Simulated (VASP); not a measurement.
# Ti3H in VASP: notebook

Ti3H is run at these levels: PBE; tasks: single point.

Program: VASP 6.6.1. These are calculated values, not measurements. Logs are shortened: lines on timing, memory, paths and dates and some standing lists are left out, and cuts for length are marked.

### 1 The cell of the first run

The cell holds a slab with vacuum, 4 atoms: a = 2.908 Å, b = 2.908 Å, c = 19.306 Å, α = 90.00°, β = 90.00°, γ = 90.00°.

### 2 Single point, PBE

INCAR

```
PREC = Accurate ; ENCUT = 520
EDIFF = 1E-6 ; ISMEAR = 0
SIGMA = 0.1 ; LREAL = False
LASPH = True ; NELM = 80
ALGO = Normal ; ISIF = 2
LWAVE = False ; LCHARG = True
LDIPOL = True ; IDIPOL = 3
DIPOL = 0.5 0.5 0.349 ; GGA = PE
LELF = True ; LVHAR = True
LVACPOTAV = True ; NBANDS = 26
```

KPOINTS

```
regular mesh
0
Gamma
  9 9 1
```

POSCAR

```
Ti3H
1.0
    2.9075446922      0.0000000000      0.0000000000
    0.0000000000      2.9075446922      0.0000000000
    0.0000000000      0.0000000000     19.3059825228
Ti H
3 1
Direct
    0.5000000000      0.5000000000      0.2071896623
    0.0000000000      0.0000000000      0.3057583538
    0.5000000000      0.5000000000      0.4043297208
    0.5000000000      0.8333333333      0.4800936489
```

Potentials or basis: VASP PAW PBE potentials, release 64 (Ti_sv, H).

The run is started by

```console
> cat potpaw_PBE.64/Ti_sv/POTCAR potpaw_PBE.64/H/POTCAR > POTCAR
> mpirun -np 1 vasp_std > vasp.out
```

OUTCAR:

```text
PREC = Accurate
   ENCUT = 520
   EDIFF = 1E-6
   ISMEAR = 0
   LREAL = False
   LASPH = True
   NELM = 80
   ISIF = 2
   GGA = PE

 ion  position               nearest neighbor table
   1  0.500  0.500  0.207-   2 2.80   2 2.80   2 2.80   2 2.80
   2  0.000  0.000  0.306-   1 2.80   1 2.80   1 2.80   1 2.80   3 2.80   3 2.80   3 2.80   3 2.80

   3  0.500  0.500  0.404-   4 1.75   2 2.80   2 2.80   2 2.80   2 2.80
   4  0.500  0.833  0.480-   3 1.75

  LATTYP: Found a simple tetragonal cell.
 ALAT       =     2.9075446922
 C/A-ratio  =     6.6399607114

  Lattice vectors:

 A1 = (   2.9075446922,   0.0000000000,   0.0000000000)
 A2 = (   0.0000000000,   2.9075446922,   0.0000000000)
 A3 = (   0.0000000000,   0.0000000000,  19.3059825228)

Analysis of symmetry for initial positions (statically):
=====================================================================
 Subroutine PRICEL returns:
 Original cell was already a primitive cell.

 Routine SETGRP: Setting up the symmetry group for a
 simple tetragonal supercell.

 Subroutine GETGRP returns: Found  2 space group operations
 (whereof  2 operations were pure point group operations)
 out of a pool of 16 trial point group operations.

The static configuration has the point symmetry C_1h.

Analysis of symmetry for dynamics (positions and initial velocities):
=====================================================================
 Subroutine PRICEL returns:
 Original cell was already a primitive cell.

 Routine SETGRP: Setting up the symmetry group for a
 simple tetragonal supercell.

 Subroutine GETGRP returns: Found  2 space group operations
 (whereof  2 operations were pure point group operations)
 out of a pool of 16 trial point group operations.

The dynamic configuration has the point symmetry C_1h.

 Subroutine INISYM returns: Found  2 space group operations
 (whereof  2 operations are pure point group operations),
 and found     1 'primitive' translations

----------------------------------------------------------------------------------------

                                     Primitive cell

  volume of cell :     163.2092

  direct lattice vectors                    reciprocal lattice vectors
     2.907544692  0.000000000  0.000000000     0.343932804  0.000000000  0.000000000
     0.000000000  2.907544692  0.000000000     0.000000000  0.343932804  0.000000000
     0.000000000  0.000000000 19.305982523     0.000000000  0.000000000  0.051797416

  length of vectors
     2.907544692  2.907544692 19.305982523     0.343932804  0.343932804  0.051797416

  position of ions in fractional coordinates (direct lattice)
     0.500000000  0.500000000  0.207189662
     0.000000000  0.000000000  0.305758354
     0.500000000  0.500000000  0.404329721
     0.500000000  0.833333333  0.480093649

  ion indices of the primitive-cell ions
   primitive index   ion index
                 1           1
                 2           2
                 3           3
                 4           4

----------------------------------------------------------------------------------------

 KPOINTS: regular mesh

Automatic generation of k-mesh.
 Grid dimensions read from file:
 generate k-points for:    9    9    1

 Generating k-lattice:

  Cartesian coordinates                     Fractional coordinates (reciprocal lattice)
     0.038214756  0.000000000  0.000000000     0.111111111  0.000000000  0.000000000
     0.000000000  0.038214756  0.000000000     0.000000000  0.111111111  0.000000000
     0.000000000  0.000000000  0.051797416     0.000000000  0.000000000  1.000000000

  Length of vectors
     0.038214756  0.038214756  0.051797416

  Shift w.r.t. Gamma in fractional coordinates (k-lattice)
     0.000000000  0.000000000  0.000000000

 Subroutine IBZKPT returns following result:
 ===========================================

 Found     25 irreducible k-points:

 Following reciprocal coordinates:
            Coordinates               Weight
  0.000000  0.000000  0.000000      1.000000
  0.111111  0.000000  0.000000      2.000000
  0.000000  0.111111  0.000000      2.000000
  0.222222  0.000000  0.000000      2.000000
  0.000000  0.222222  0.000000      2.000000
  0.333333  0.000000  0.000000      2.000000
[... 16 lines left out ...]
  0.444444  0.333333  0.000000      4.000000
 -0.333333  0.444444  0.000000      4.000000
   k-points           NKPTS =     25   k-points in BZ     NKDIM =     25   number of bands    NBANDS=     26
   number of dos      NEDOS =    301   number of ions     NIONS =      4
   total plane-waves  NPLWV =  82944
   dimension x,y,z NGX =    24 NGY =   24 NGZ =  144
   dimension x,y,z NGXF=    48 NGYF=   48 NGZF=  288
   ions per type =               3   1
   NGX,Y,Z   is equivalent  to a cutoff of  13.72, 13.72, 12.40 a.u.
   NGXF,Y,Z  is equivalent  to a cutoff of  27.45, 27.45, 24.80 a.u.
 SYSTEM =  unknown system
   PREC   = accura    normal or accurate (medium, high low for compatibility)
   ISTART =      0    job   : 0-new  1-cont  2-samecut
   ICHARG =      2    charge: 1-file 2-atom 10-const
   ISPIN  =      1    spin polarized calculation?
   LNONCOLLINEAR =      F non collinear calculations
   LSORBIT =      F    spin-orbit coupling
   LASPH  =      T    aspherical Exc in radial PAW
   ENCUT  =  520.0 eV  38.22 Ry    6.18 a.u.   5.41  5.41 35.90*2*pi/ulx,y,z
   NELM   =     80;   NELMIN=  2; NELMDL= -5     # of ELM steps
   EDIFF  = 0.1E-05   stopping-criterion for ELM
   LREAL  =      F    real-space projection
   EDIFFG = 0.1E-04   stopping-criterion for IOM
   NSW    =      0    number of steps for IOM
   IBRION =     -1    ionic relax: 0-MD 1-quasi-New 2-CG
   NFREE  =      0    steps in history (QN), initial steepest desc. (CG)
   ISIF   =      2    stress and relaxation
   ISYM   =      2    0-nonsym 1-usesym 2-fastsym
   POTIM  = 0.5000    time-step for ionic-motion
   TEBEG  =    0.0;   TEEND  =   0.0 temperature during run
   PSTRESS=    0.0 pullay stress
   NELECT =      37.0000    total number of electrons
   NUPDOWN=      -1.0000    fix difference up-down
   EMIN   =  10.00;   EMAX   =-10.00  energy-range for DOS
   EFERMI =   0.00;   METHOD = LEGACY
   ISMEAR =     0;   SIGMA  =   0.10  broadening in eV -4-tet -1-fermi 0-gaus
   EFERMI_NEDOS =   21; number of points for ismear=-14 and -15
   IALGO  =     38    algorithm
   IMIX   =      4    mixing-type and parameters
     AMIX     =   0.40;   BMIX     =  1.00
     AMIX_MAG =   1.60;   BMIX_MAG =  1.00
  volume/ion in A,a.u.               =      40.80       275.35
  Fermi-wavevector in a.u.,A,eV,Ry     =   0.998222  1.886366 13.557489  0.996447
  Thomas-Fermi vector in A             =   2.130431
   LORBIT       =      0    0 simple, 1 ext, 2 COOP (PROOUT), +10 PAW based schemes
   GGA     = PE    functional components
   LHFCALC =     F    Hartree Fock is set to
   AEXX    =    0.0000 exact exchange contribution
   IVDW    =     0    specifies the selected vdW correction
   LEPSILON=     F    determine dielectric tensor
   LRPA    =     F    only Hartree local field effects (RPA)
 non-spin polarized calculation
 Gauss-broadening in eV      SIGMA  =   0.10
  energy-cutoff  :      520.00
  volume of cell :      163.21
 maximum number of plane-waves:      4439
 NGX is ok and might be reduce to    24
   NGX = 11   NGY = 11   NGZ = 71

 dipolmoment           0.000000      0.000000     -0.136589 electrons x Angstroem

 number of electron      37.0000013 magnetization

 dipolmoment           0.000000      0.000000      0.096360 electrons x Angstroem

 Free energy of the ion-electron system (eV)
  ---------------------------------------------------
  ext. energy  EPLUGINS =         0.00000000
  ---------------------------------------------------
  free energy    TOTEN  =       -25.09241672 eV

  energy without entropy =      -25.05618225  energy(sigma->0) =      -25.07429948

 E-fermi :  -0.5073     XC(G=0):  -4.8241

 val. band max:       -0.5188212394   @ k =   0.0000   0.0000   0.0000
 cond. band min:      -0.4994024378   @ k =   0.3333   0.3333   0.0000
 fundamental gap:      0.0194188017
 Fermi energy:        -0.5072878664

 k-point     1 :       0.0000    0.0000    0.0000
  band No.  band energies     occupation
      1     -57.3300      2.00000
      2     -57.2738      2.00000
      3     -56.8904      2.00000
      4     -33.7625      2.00000
      5     -33.5827      2.00000
      6     -33.3827      2.00000
[... 18 lines left out ...]
     25       1.9629      0.00000
     26       1.9755      0.00000

 k-point     2 :       0.1111    0.0000    0.0000
  band No.  band energies     occupation
      1     -57.3240      2.00000
      2     -57.2683      2.00000
      3     -56.8876      2.00000
      4     -33.7546      2.00000
      5     -33.5908      2.00000
      6     -33.4196      2.00000
[... 18 lines left out ...]
     25       1.4869      0.00000
     26       1.9667      0.00000

 k-point     3 :       0.0000    0.1111    0.0000
  band No.  band energies     occupation
      1     -57.3240      2.00000
      2     -57.2683      2.00000
      3     -56.8877      2.00000
      4     -33.7542      2.00000
      5     -33.5914      2.00000
      6     -33.4223      2.00000
[... 18 lines left out ...]
     25       1.4628      0.00000
     26       1.9749      0.00000

 k-point     4 :       0.2222    0.0000    0.0000
  band No.  band energies     occupation
      1     -57.3088      2.00000
      2     -57.2540      2.00000
      3     -56.8807      2.00000
      4     -33.7435      2.00000
      5     -33.6187      2.00000
      6     -33.5230      2.00000
[... 18 lines left out ...]
     25       1.2690      0.00000
     26       1.7751      0.00000

 k-point     5 :       0.0000    0.2222    0.0000
  band No.  band energies     occupation
      1     -57.3087      2.00000
      2     -57.2540      2.00000
      3     -56.8809      2.00000
      4     -33.7411      2.00000
      5     -33.6252      2.00000
      6     -33.5202      2.00000
[... 18 lines left out ...]
     25       1.3217      0.00000
     26       1.7767      0.00000

 k-point     6 :       0.3333    0.0000    0.0000
  band No.  band energies     occupation
      1     -57.2917      2.00000
      2     -57.2374      2.00000
      3     -56.8731      2.00000
      4     -33.7588      2.00000
      5     -33.6945      2.00000
      6     -33.6075      2.00000
[... 427 lines left out ...]
 k-point    21 :      -0.2222    0.4444    0.0000
  band No.  band energies     occupation
      1     -57.2641      2.00000
      2     -57.2098      2.00000
      3     -56.8519      2.00000
      4     -33.7358      2.00000
      5     -33.7199      2.00000
      6     -33.6779      2.00000
[... 18 lines left out ...]
     25       1.8297      0.00000
     26       2.0744      0.00000

 k-point    22 :       0.3333    0.3333    0.0000
  band No.  band energies     occupation
      1     -57.2600      2.00000
      2     -57.2057      2.00000
      3     -56.8463      2.00000
      4     -33.6933      2.00000
      5     -33.6558      2.00000
      6     -33.6196      2.00000
[... 18 lines left out ...]
     25       1.6945      0.00000
     26       2.3683      0.00000

 k-point    23 :       0.4444    0.3333    0.0000
  band No.  band energies     occupation
      1     -57.2507      2.00000
      2     -57.1963      2.00000
      3     -56.8383      2.00000
      4     -33.7095      2.00000
      5     -33.7062      2.00000
      6     -33.6610      2.00000
[... 18 lines left out ...]
     25       2.0042      0.00000
     26       2.6097      0.00000

 k-point    24 :      -0.3333    0.4444    0.0000
  band No.  band energies     occupation
      1     -57.2507      2.00000
      2     -57.1963      2.00000
      3     -56.8384      2.00000
      4     -33.7230      2.00000
      5     -33.6943      2.00000
      6     -33.6639      2.00000
[... 18 lines left out ...]
     25       2.0988      0.00000
     26       2.5407      0.00000

 [... further k-points ...]

------------------------ aborting loop because EDIFF is reached ----------------------------------------

  FORCE on cell =-STRESS in cart. coord.  units (eV):
  Direction    XX          YY          ZZ          XY          YZ          ZX
  --------------------------------------------------------------------------------------
  -------------------------------------------------------------------------------------
  Total       -0.9134053     -0.9922806      1.2481968      0.0000000      1.4206117      0.0000000
  in kB       -8.9666331     -9.7409291     12.2531841      0.0000000     13.9457308      0.0000000
  external PRESSURE =      -2.1514594 kB  Pullay stress =       0.0000000 kB

 VOLUME and BASIS-vectors are now :
 -----------------------------------------------------------------------------
  energy-cutoff  :      520.00
  volume of cell :      163.21
      direct lattice vectors                 reciprocal lattice vectors
     2.907544692  0.000000000  0.000000000     0.343932804  0.000000000  0.000000000
     0.000000000  2.907544692  0.000000000     0.000000000  0.343932804  0.000000000
     0.000000000  0.000000000 19.305982523     0.000000000  0.000000000  0.051797416

 POSITION                                       TOTAL-FORCE (eV/Angst)
 -----------------------------------------------------------------------------------
      1.45377      1.45377      4.00000         0.000000      0.017500     -0.025573
      0.00000      0.00000      5.90297         0.000000     -0.032773     -0.615376
      1.45377      1.45377      7.80598         0.000000     -0.958913      0.638640
      1.45377      2.42295      9.26868         0.000000      0.974185      0.002309
 -----------------------------------------------------------------------------------
    total drift:                                0.000000      0.000053     -0.000108

  FREE ENERGIE OF THE ION-ELECTRON SYSTEM (eV)
  ---------------------------------------------------
  free  energy   TOTEN  =       -25.0924167227 eV

  energy  without entropy=      -25.0561822466  energy(sigma->0) =      -25.07429948

 vacuum level on the upper side and lower side of the slab         5.313         3.248
```

Run time: 83 s. Hardware: 1 thread of Intel Xeon 6975P-C (Granite Rapids), shared host; peak memory 0.3 GiB.

What came out:

```yaml
Free_energy: -25.0924 eV
Largest_force: 1.152 eV/Å
```

Forces in eV/Å, atoms in the order of the input:
```
Ti   0.000  0.018 -0.026
Ti   0.000 -0.033 -0.615
Ti   0.000 -0.959  0.639
H    0.000  0.974  0.002
```

### 3 Single point, PBE

INCAR

```
SYSTEM = Ti3H
PREC     = Accurate       ! precision mode
ENCUT    = 520            ! plane-wave cutoff, eV
EDIFF    = 1E-6           ! SCF threshold, eV
ISMEAR   = 0              ! smearing method
SIGMA    = 0.1            ! smearing width, eV
LREAL    = .False.        ! projectors in reciprocal space
LASPH    = .True.         ! aspherical terms in the spheres
NELM     = 60             ! most SCF steps
ALGO     = Normal         ! electronic algorithm
ISIF     = 2              ! what is computed and relaxed
LWAVE    = .False.        ! write WAVECAR
LCHARG   = .True.         ! write CHGCAR
LDIPOL   = .True.       
IDIPOL   = 3            
DIPOL    = 0.5 0.5 0.352
GGA      = PE             ! functional
LELF     = .True.         ! ELF
LVHAR    = .True.       
LVACPOTAV= .True.       
NBANDS   = 26             ! bands
```

KPOINTS

```
regular mesh
0
Gamma
  9 9 1
  0 0 0
```

POSCAR: that of step 2 with these lines changed.

```diff
@@ -11,2 +11,2 @@
     0.5000000000      0.5000000000      0.4043297208
-    0.5000000000      0.8333333333      0.4800936489
+    0.5000000000      0.6666666667      0.4910420250
```

Potentials or basis: VASP PAW PBE potentials, release 64 (Ti_sv, H).

The run is started by

```console
> cat potpaw_PBE.64/Ti_sv/POTCAR potpaw_PBE.64/H/POTCAR > POTCAR
> mpirun -np 1 vasp_std > vasp.out
```

OUTCAR:

```text
SYSTEM = Ti3H
   PREC = Accurate
   ENCUT = 520
   EDIFF = 1E-6
   ISMEAR = 0
   LREAL = .False.
   LASPH = .True.
   NELM = 60
   ISIF = 2
   GGA = PE

 ion  position               nearest neighbor table
   1  0.500  0.500  0.207-   2 2.80   2 2.80   2 2.80   2 2.80
   2  0.000  0.000  0.306-   1 2.80   1 2.80   1 2.80   1 2.80   3 2.80   3 2.80   3 2.80   3 2.80

   3  0.500  0.500  0.404-   4 1.74   2 2.80   2 2.80   2 2.80   2 2.80
   4  0.500  0.667  0.491-   3 1.74

  LATTYP: Found a simple tetragonal cell.
[... 900 lines left out ...]
  --------------------------------------------------------------------------------------
  -------------------------------------------------------------------------------------
  Total       -0.5860040     -0.4461088      1.1146160      0.0000000      1.0255171      0.0000000
  in kB       -5.7526306     -4.3793202     10.9418603      0.0000000     10.0672015      0.0000000
  external PRESSURE =       0.2699698 kB  Pullay stress =       0.0000000 kB

 VOLUME and BASIS-vectors are now :
 -----------------------------------------------------------------------------
  energy-cutoff  :      520.00
  volume of cell :      163.21
      direct lattice vectors                 reciprocal lattice vectors
     2.907544692  0.000000000  0.000000000     0.343932804  0.000000000  0.000000000
     0.000000000  2.907544692  0.000000000     0.000000000  0.343932804  0.000000000
     0.000000000  0.000000000 19.305982523     0.000000000  0.000000000  0.051797416

 POSITION                                       TOTAL-FORCE (eV/Angst)
 -----------------------------------------------------------------------------------
      1.45377      1.45377      4.00000         0.000000      0.032618     -0.072394
      0.00000      0.00000      5.90297         0.000000     -0.010683     -0.448333
      1.45377      1.45377      7.80598         0.000000     -0.696713      0.517421
      1.45377      1.93836      9.48005         0.000000      0.674778      0.003306
 -----------------------------------------------------------------------------------
    total drift:                                0.000000     -0.000038     -0.000138

  FREE ENERGIE OF THE ION-ELECTRON SYSTEM (eV)
  ---------------------------------------------------
  free  energy   TOTEN  =       -24.6747986329 eV

  energy  without entropy=      -24.6369220191  energy(sigma->0) =      -24.65586033

 vacuum level on the upper side and lower side of the slab         5.814         2.913
```

OSZICAR:

```text
N       E                     dE             d eps       ncg     rms          rms(c)
DAV:   1     0.408962554259E+03    0.40896E+03   -0.20185E+04  1452   0.138E+03
DAV:   2     0.248844039279E+02   -0.38408E+03   -0.37782E+03  1422   0.435E+02
DAV:   3    -0.217862950505E+02   -0.46671E+02   -0.45749E+02  2498   0.132E+02
[... 20 lines left out ...]
DAV:  24    -0.246747813844E+02   -0.23147E-04   -0.23744E-06  1134   0.980E-03    0.546E-03
DAV:  25    -0.246747923856E+02   -0.11001E-04   -0.11191E-06  1022   0.816E-03    0.362E-03
DAV:  26    -0.246747968975E+02   -0.45118E-05   -0.10942E-06  1030   0.839E-03    0.680E-04
DAV:  27    -0.246747983649E+02   -0.14674E-05   -0.25490E-07   794   0.330E-03    0.289E-04
DAV:  28    -0.246747986329E+02   -0.26801E-06   -0.11472E-07   726   0.248E-03
   1 F= -.24674799E+02 E0= -.24655860E+02  d E =-.378766E-01
```

Run time: 94 s. Hardware: 1 thread of Intel Xeon 6975P-C (Granite Rapids), shared host; peak memory 0.31 GiB.

What came out:

- Free energy: -24.6748 eV
- Largest force: 0.868 eV/Å

Forces on the atoms (eV/Å):
```
Ti   0.000  0.033 -0.072
Ti   0.000 -0.011 -0.448
Ti   0.000 -0.697  0.517
H    0.000  0.675  0.003
```

Levels at points of the mesh, in eV from the Fermi level:
```
           k point  band 14  band 15  band 16  band 17  band 18  band 19  band 20  band 21  band 22  band 23
(0.00, 0.00, 0.00)    -3.86    -2.64    -2.02    -1.58    -0.54    -0.01     0.81     1.15     1.15     2.07
```
